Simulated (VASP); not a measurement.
Crystal: Hf.

```
Hf
1.0
     0.00000    2.20510    2.20510
     2.20510    0.00000    2.20510
     2.20510    2.20510    0.00000
Hf
1
Cartesian
  0.0000 0.0000 0.0000
```

Base run:

* Program: VASP 6.6.1
* Functional: r2SCAN
* Potentials or basis: VASP PAW PBE potentials, release 64 (Hf_pv)
* Cutoff: 520 eV
* k mesh: 10 × 10 × 10
* Occupations: fermi-dirac, width 0.05 eV
* Spin: no spin polarisation

Its results: band gap on the k mesh zero (band 5 reaches 6.53 eV, above the bottom of band 6 at 4.52 eV); pressure 4.3 GPa.

Question: The run is repeated on the same cell with these changes: functional from r2SCAN to PBE. What comes out?

Answer: Band gap on the k mesh zero (band 5 reaches 6.47 eV, above the bottom of band 6 at 4.64 eV); pressure 5.0 GPa.

Caveats: spin-orbit coupling is left out, which moves the levels of the heavy elements; the PAW data sets were made with another functional, which shifts forces and pressure a little (some runs).
